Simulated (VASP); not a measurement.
# PW12C12 in VASP: single point with PBE

Aim: the single point of PW12C12 with PBE.

Everything below comes from runs of VASP 6.6.1. Logs are shortened: lines on timing, memory, paths and dates and some standing lists are left out, and cuts for length are marked.

### Step 1. The cell of the first run

The cell holds a slab with vacuum, 25 atoms: a = 5.792 Å, b = 5.792 Å, c = 20.097 Å, α = 90.00°, β = 90.00°, γ = 120.00°.

### Step 2. Single point, PBE

The input, INCAR:

```
SYSTEM = PW12C12
PREC = Accurate ; ENCUT = 520
EDIFF = 1E-6 ; ISMEAR = 0
SIGMA = 0.1 ; LREAL = Auto
LASPH = .TRUE. ; NELM = 80
ALGO = Normal ; ISIF = 2
LWAVE = .FALSE. ; LCHARG = .TRUE.
GGA = PE ; LELF = .TRUE.
LVHAR = .TRUE. ; NBANDS = 128
```

The input, KPOINTS:

```
regular mesh
0
G
  3 3 1
  0 0 0
```

The input, POSCAR:

```
PW12C12
1.0
    5.7920000000      0.0000000000      0.0000000000
   -2.8960000000      5.0160190000      0.0000000000
    0.0000000000      0.0000000000     20.0972500000
W C P
12 12 1
Direct
    0.0000000000      0.0000000000      0.0497581000
   -0.0000579978     -0.0000313439      0.1914457348
    0.0009992142      0.0005060836      0.3335142203
    0.0000000000      0.5000000000      0.0497581000
    0.0000025340      0.4999971287      0.1921849357
   -0.0000057049      0.5000067461      0.3393272099
    0.5000000000      0.0000000000      0.0497581000
    0.5000314396     -0.0000314523      0.1914457786
    0.4994966944      0.0005044538      0.3335122694
    0.5000000000      0.5000000000      0.0497581000
    0.5000312545      0.5000578901      0.1914457285
    0.4994949409      0.4990018733      0.3335142861
    0.3333333000      0.1666667000      0.1203871000
    0.3333303763      0.1666705146      0.2594022689
    0.3333383732      0.1666619673      0.3884406883
    0.3333333000      0.6666667000      0.1203871000
    0.3297506898      0.6648737586      0.2610738381
    0.3454059861      0.6727117785      0.3995270164
    0.8333333000      0.1666667000      0.1203871000
    0.8351268582      0.1702500966      0.2610738762
    0.8272890754      0.1545940446      0.3995267875
    0.8333333000      0.6666667000      0.1203871000
    0.8351218313      0.6648784679      0.2610741117
    0.8273012411      0.6726997118      0.3995338904
    0.6666677054      0.8333320775      0.4398438445
```

Potentials or basis: VASP PAW PBE potentials, release 64 (W_sv, C, P).

Command:

```console
$ cat potpaw_PBE.64/W_sv/POTCAR potpaw_PBE.64/C/POTCAR potpaw_PBE.64/P/POTCAR > POTCAR
$ mpirun -np 1 vasp_std > vasp.out
```

OUTCAR:

```text
SYSTEM = PW12C12
   PREC = Accurate
   ENCUT = 520
   EDIFF = 1E-6
   ISMEAR = 0
   LREAL = Auto
   LASPH = .TRUE.
   NELM = 80
   ISIF = 2
   GGA = PE

 ion  position               nearest neighbor table
   1  0.000  0.000  0.050-  22 2.19  13 2.19  19 2.19   2 2.85  10 2.90   4 2.90   4 2.90  10 2.90
                             7 2.90   7 2.90
   2  1.000  1.000  0.191-  14 2.16  23 2.19  20 2.19  22 2.20  19 2.20  13 2.20   1 2.85   3 2.86
                             8 2.90  11 2.90   5 2.90   5 2.90  11 2.90   8 2.90
   3  0.001  0.001  0.334-  15 2.00  21 2.11  24 2.11  20 2.23  23 2.23  14 2.24  25 2.72   2 2.86
                            12 2.89   9 2.89   6 2.90   6 2.90   9 2.90  12 2.90
   4  0.000  0.500  0.050-  19 2.19  16 2.19  22 2.19   5 2.86   7 2.90   1 2.90   1 2.90   7 2.90
                            10 2.90  10 2.90
   5  0.000  0.500  0.192-  20 2.16  17 2.16  23 2.16  19 2.21  16 2.21  22 2.21   4 2.86   2 2.90
                            11 2.90   8 2.90   8 2.90  11 2.90   2 2.90   6 2.96
   6  1.000  0.500  0.339-  24 2.11  18 2.11  21 2.11  23 2.28  17 2.28  20 2.28   3 2.90  12 2.90
                             9 2.90   9 2.90  12 2.90   3 2.90   5 2.96
   7  0.500  0.000  0.050-  16 2.19  19 2.19  13 2.19   8 2.85  10 2.90   4 2.90  10 2.90   4 2.90
                             1 2.90   1 2.90
   8  0.500  1.000  0.191-  14 2.16  17 2.19  20 2.19  16 2.20  19 2.20  13 2.20   7 2.85   9 2.86
                             2 2.90  11 2.90   5 2.90   5 2.90  11 2.90   2 2.90
   9  0.499  0.001  0.334-  15 2.00  21 2.11  18 2.11  20 2.23  17 2.23  14 2.24  25 2.72   8 2.86
                            12 2.89   3 2.89   6 2.90   6 2.90  12 2.90   3 2.90
  10  0.500  0.500  0.050-  13 2.19  22 2.19  16 2.19  11 2.85   1 2.90   7 2.90   7 2.90   1 2.90
                             4 2.90   4 2.90
  11  0.500  0.500  0.191-  14 2.16  23 2.19  17 2.19  22 2.20  16 2.20  13 2.20  10 2.85  12 2.86
                             8 2.90   2 2.90   5 2.90   5 2.90   2 2.90   8 2.90
  12  0.499  0.499  0.334-  15 2.00  18 2.11  24 2.11  17 2.23  23 2.23  14 2.24  25 2.72  11 2.86
                             3 2.89   9 2.89   6 2.90   6 2.90   9 2.90   3 2.90
  13  0.333  0.167  0.120-  10 2.19   1 2.19   7 2.19  11 2.20   2 2.20   8 2.20
  14  0.333  0.167  0.259-  11 2.16   2 2.16   8 2.16   9 2.24   3 2.24  12 2.24
  15  0.333  0.167  0.388-   9 2.00   3 2.00  12 2.00
  16  0.333  0.667  0.120-   7 2.19   4 2.19  10 2.19   8 2.20  11 2.20   5 2.21
  17  0.330  0.665  0.261-   5 2.16   8 2.19  11 2.19  12 2.23   9 2.23   6 2.28
  18  0.345  0.673  0.400-  25 1.80   6 2.11  12 2.11   9 2.11
  19  0.833  0.167  0.120-   4 2.19   7 2.19   1 2.19   8 2.20   2 2.20   5 2.21
  20  0.835  0.170  0.261-   5 2.16   8 2.19   2 2.19   3 2.23   9 2.23   6 2.28
  21  0.827  0.155  0.400-  25 1.80   6 2.11   3 2.11   9 2.11
  22  0.833  0.667  0.120-   1 2.19  10 2.19   4 2.19   2 2.20  11 2.20   5 2.21
  23  0.835  0.665  0.261-   5 2.16   2 2.19  11 2.19  12 2.23   3 2.23   6 2.28
  24  0.827  0.673  0.400-  25 1.80   6 2.11  12 2.11   3 2.11
  25  0.667  0.833  0.440-  24 1.80  18 1.80  21 1.80  12 2.72   3 2.72   9 2.72

  LATTYP: Found a hexagonal cell.
 ALAT       =     5.7920000000
 C/A-ratio  =     3.4698290746

  Lattice vectors:

 A1 = (   5.7920000000,   0.0000000000,   0.0000000000)
 A2 = (  -2.8960000000,   5.0160190000,   0.0000000000)
 A3 = (   0.0000000000,   0.0000000000,  20.0972500000)

Analysis of symmetry for initial positions (statically):
=====================================================================
 Subroutine PRICEL returns:
 Original cell was already a primitive cell.

 Routine SETGRP: Setting up the symmetry group for a
 hexagonal supercell.

 Subroutine GETGRP returns: Found  2 space group operations
 (whereof  1 operations were pure point group operations)
 out of a pool of 24 trial point group operations.

The static configuration has the point symmetry C_1 .
 The point group associated with its full space group is C_1h.

Analysis of symmetry for dynamics (positions and initial velocities):
=====================================================================
 Subroutine PRICEL returns:
 Original cell was already a primitive cell.

 Routine SETGRP: Setting up the symmetry group for a
 hexagonal supercell.

 Subroutine GETGRP returns: Found  2 space group operations
 (whereof  1 operations were pure point group operations)
 out of a pool of 24 trial point group operations.

The dynamic configuration has the point symmetry C_1 .
 The point group associated with its full space group is C_1h.

 Subroutine INISYM returns: Found  2 space group operations
 (whereof  1 operations are pure point group operations),
 and found     1 'primitive' translations

----------------------------------------------------------------------------------------

                                     Primitive cell

  volume of cell :     583.8810

  direct lattice vectors                    reciprocal lattice vectors
     5.792000000  0.000000000  0.000000000     0.172651934  0.099680643  0.000000000
    -2.896000000  5.016019000  0.000000000     0.000000000  0.199361286  0.000000000
     0.000000000  0.000000000 20.097250000     0.000000000  0.000000000  0.049758051

  length of vectors
     5.792000000  5.791999880 20.097250000     0.199361282  0.199361286  0.049758051

  position of ions in fractional coordinates (direct lattice)
     0.000000000  0.000000000  0.049758100
     0.999942002  0.999968656  0.191445735
     0.000999214  0.000506084  0.333514220
     1.000000000  0.500000000  0.049758100
     0.000002534  0.499997129  0.192184936
     0.999994295  0.500006746  0.339327210
[... 17 lines left out ...]
     0.827301241  0.672699712  0.399533890
     0.666667705  0.833332078  0.439843844

  ion indices of the primitive-cell ions
   primitive index   ion index
                 1           1
                 2           2
                 3           3
                 4           4
                 5           5
                 6           6
[... 17 lines left out ...]
                24          24
                25          25

----------------------------------------------------------------------------------------

 KPOINTS: regular mesh

Automatic generation of k-mesh.
 Grid dimensions read from file:
 generate k-points for:    3    3    1

 Generating k-lattice:

  Cartesian coordinates                     Fractional coordinates (reciprocal lattice)
     0.057550645  0.033226881  0.000000000     0.333333333 -0.000000000  0.000000000
     0.000000000  0.066453762  0.000000000     0.000000000  0.333333333  0.000000000
     0.000000000  0.000000000  0.049758051     0.000000000  0.000000000  1.000000000

  Length of vectors
     0.066453761  0.066453762  0.049758051

  Shift w.r.t. Gamma in fractional coordinates (k-lattice)
     0.000000000  0.000000000  0.000000000

 Subroutine IBZKPT returns following result:
 ===========================================

 Found      4 irreducible k-points:

 Following reciprocal coordinates:
            Coordinates               Weight
  0.000000  0.000000  0.000000      1.000000
  0.333333 -0.000000  0.000000      4.000000
 -0.333333  0.333333  0.000000      2.000000
  0.333333  0.333333  0.000000      2.000000
   k-points           NKPTS =      4   k-points in BZ     NKDIM =      4   number of bands    NBANDS=    128
   number of dos      NEDOS =    301   number of ions     NIONS =     25
   total plane-waves  NPLWV = 345600
   dimension x,y,z NGX =    48 NGY =   48 NGZ =  150
   dimension x,y,z NGXF=    96 NGYF=   96 NGZF=  300
   ions per type =              12  12   1
   NGX,Y,Z   is equivalent  to a cutoff of  13.78, 13.78, 12.41 a.u.
   NGXF,Y,Z  is equivalent  to a cutoff of  27.55, 27.55, 24.82 a.u.
 SYSTEM =  PW12C12
   PREC   = accura    normal or accurate (medium, high low for compatibility)
   ISTART =      0    job   : 0-new  1-cont  2-samecut
   ICHARG =      2    charge: 1-file 2-atom 10-const
   ISPIN  =      1    spin polarized calculation?
   LNONCOLLINEAR =      F non collinear calculations
   LSORBIT =      F    spin-orbit coupling
   LASPH  =      T    aspherical Exc in radial PAW
   ENCUT  =  520.0 eV  38.22 Ry    6.18 a.u.  10.77 10.77 37.37*2*pi/ulx,y,z
   NELM   =     80;   NELMIN=  2; NELMDL= -5     # of ELM steps
   EDIFF  = 0.1E-05   stopping-criterion for ELM
   LREAL  =      T    real-space projection
   EDIFFG = 0.1E-04   stopping-criterion for IOM
   NSW    =      0    number of steps for IOM
   IBRION =     -1    ionic relax: 0-MD 1-quasi-New 2-CG
   NFREE  =      0    steps in history (QN), initial steepest desc. (CG)
   ISIF   =      2    stress and relaxation
   ISYM   =      2    0-nonsym 1-usesym 2-fastsym
   POTIM  = 0.5000    time-step for ionic-motion
   TEBEG  =    0.0;   TEEND  =   0.0 temperature during run
   PSTRESS=    0.0 pullay stress
   NELECT =     221.0000    total number of electrons
   NUPDOWN=      -1.0000    fix difference up-down
   EMIN   =  10.00;   EMAX   =-10.00  energy-range for DOS
   EFERMI =   0.00;   METHOD = LEGACY
   ISMEAR =     0;   SIGMA  =   0.10  broadening in eV -4-tet -1-fermi 0-gaus
   EFERMI_NEDOS =   21; number of points for ismear=-14 and -15
   IALGO  =     38    algorithm
   IMIX   =      4    mixing-type and parameters
     AMIX     =   0.40;   BMIX     =  1.00
     AMIX_MAG =   1.60;   BMIX_MAG =  1.00
  volume/ion in A,a.u.               =      23.36       157.61
  Fermi-wavevector in a.u.,A,eV,Ry     =   1.184216  2.237843 19.080358  1.402367
  Thomas-Fermi vector in A             =   2.320434
   LORBIT       =      0    0 simple, 1 ext, 2 COOP (PROOUT), +10 PAW based schemes
   GGA     = PE    functional components
   LHFCALC =     F    Hartree Fock is set to
   AEXX    =    0.0000 exact exchange contribution
   IVDW    =     0    specifies the selected vdW correction
   LEPSILON=     F    determine dielectric tensor
   LRPA    =     F    only Hartree local field effects (RPA)
 non-spin polarized calculation
 Gauss-broadening in eV      SIGMA  =   0.10
  energy-cutoff  :      520.00
  volume of cell :      583.88
 maximum number of plane-waves:     15795
 NGX is ok and might be reduce to    48
   NGX = 21   NGY = 21   NGZ = 75

 number of electron     220.9999981 magnetization

 Free energy of the ion-electron system (eV)
  ---------------------------------------------------
  ext. energy  EPLUGINS =         0.00000000
  ---------------------------------------------------
  free energy    TOTEN  =      -260.20877634 eV

  energy without entropy =     -260.19197902  energy(sigma->0) =     -260.20037768

 E-fermi :   2.1577     XC(G=0):  -7.1535

 val. band max:        2.0633651882   @ k =   0.0000   0.0000   0.0000
 cond. band min:       2.1863762887   @ k =   0.0000   0.0000   0.0000
 fundamental gap:      0.1230111005
 Fermi energy:         2.1576684156

 k-point     1 :       0.0000    0.0000    0.0000
  band No.  band energies     occupation
      1     -71.8623      2.00000
      2     -71.8550      2.00000
      3     -71.7979      2.00000
      4     -71.7969      2.00000
      5     -71.7969      2.00000
      6     -71.7701      2.00000
[... 114 lines left out ...]
    121       4.7871      0.00000
    122       4.9200      0.00000

 k-point     2 :       0.3333   -0.0000    0.0000
  band No.  band energies     occupation
      1     -71.8590      2.00000
      2     -71.8423      2.00000
      3     -71.8125      2.00000
      4     -71.7976      2.00000
      5     -71.7969      2.00000
      6     -71.7558      2.00000
[... 114 lines left out ...]
    121       4.5275      0.00000
    122       4.5589      0.00000

 k-point     3 :      -0.3333    0.3333    0.0000
  band No.  band energies     occupation
      1     -71.8590      2.00000
      2     -71.8423      2.00000
      3     -71.8125      2.00000
      4     -71.7976      2.00000
      5     -71.7969      2.00000
      6     -71.7558      2.00000
[... 114 lines left out ...]
    121       4.5275      0.00000
    122       4.5589      0.00000

 k-point     4 :       0.3333    0.3333    0.0000
  band No.  band energies     occupation
      1     -71.8582      2.00000
      2     -71.8204      2.00000
      3     -71.8198      2.00000
      4     -71.8198      2.00000
      5     -71.7896      2.00000
      6     -71.7353      2.00000
[... 114 lines left out ...]
    121       4.1188      0.00000
    122       4.2496      0.00000
 [bands above 122 left out]

------------------------ aborting loop because EDIFF is reached ----------------------------------------

  FORCE on cell =-STRESS in cart. coord.  units (eV):
  Direction    XX          YY          ZZ          XY          YZ          ZX
  --------------------------------------------------------------------------------------
  -------------------------------------------------------------------------------------
  Total        7.4553626      7.4547584     -3.5146621     -0.0005228     -0.0004238      0.0007340
  in kB       20.4576145     20.4559567     -9.6442798     -0.0014347     -0.0011628      0.0020141
  external PRESSURE =      10.4230971 kB  Pullay stress =       0.0000000 kB

 VOLUME and BASIS-vectors are now :
 -----------------------------------------------------------------------------
  energy-cutoff  :      520.00
  volume of cell :      583.88
      direct lattice vectors                 reciprocal lattice vectors
     5.792000000  0.000000000  0.000000000     0.172651934  0.099680643  0.000000000
    -2.896000000  5.016019000  0.000000000     0.000000000  0.199361286  0.000000000
     0.000000000  0.000000000 20.097250000     0.000000000  0.000000000  0.049758051

 POSITION                                       TOTAL-FORCE (eV/Angst)
 -----------------------------------------------------------------------------------
      0.00000      0.00000      1.00000        -0.030680     -0.017774      0.796338
      2.89575      5.01586      3.84753        -0.004970     -0.002428     -0.001141
      0.00432      0.00254      6.70272        -0.014261     -0.009106     -0.009446
     -1.44800      2.50801      1.00000         0.000029     -0.000017      0.934046
     -1.44798      2.50800      3.86239        -0.000713      0.000411      0.002121
      4.34395      2.50804      6.81954         0.001135     -0.000655      0.013939
[... 17 lines left out ...]
      2.84359      3.37427      8.02953        -0.008906      0.005142      0.063981
      1.44801      4.18001      8.83965        -0.000327      0.000189     -0.029023
 -----------------------------------------------------------------------------------
    total drift:                               -0.011668     -0.020000      0.022475

  FREE ENERGIE OF THE ION-ELECTRON SYSTEM (eV)
  ---------------------------------------------------
  free  energy   TOTEN  =      -260.2087763424 eV

  energy  without entropy=     -260.1919790171  energy(sigma->0) =     -260.20037768
```

Wall time 26 min (1 thread of Oxide Virtual Turin-like, shared host); peak memory 0.73 GiB.

What came out:

| Property | Result |
| --- | --- |
| Free energy | -260.2088 eV |
| Largest force | 0.934 eV/Å |
| Band gap on the k mesh | zero (an odd number of electrons rules out a gap without spin polarisation) |

Forces in eV/Å, atoms in the order of the input:
```
W   -0.031 -0.018  0.796
W   -0.005 -0.002 -0.001
W   -0.014 -0.009 -0.009
W    0.000  0.000  0.934
W   -0.001  0.000  0.002
W    0.001 -0.001  0.014
W    0.031 -0.018  0.796
W    0.004 -0.002 -0.001
W    0.015 -0.009 -0.010
W    0.000  0.035  0.796
W    0.000  0.006 -0.001
W    0.001  0.017 -0.009
C    0.000  0.000 -0.924
C    0.000  0.000  0.009
C   -0.001  0.001  0.099
C   -0.019 -0.011 -0.885
C   -0.008 -0.004 -0.001
C    0.008  0.004  0.065
C    0.000  0.022 -0.885
C    0.000  0.009 -0.001
C    0.000 -0.009  0.065
C    0.019 -0.011 -0.885
C    0.008 -0.005  0.000
C   -0.009  0.005  0.064
P    0.000  0.000 -0.029
```

Caveat: the k points lie up to 0.42 Å⁻¹ apart, too coarse for converged energies and pressures of a metal; there is no dipole correction, which matters where the two faces differ; spin-orbit coupling is left out, which moves the levels of the heavy elements.

The gap in the log of VASP goes by the Fermi energy; the results here count the filled bands.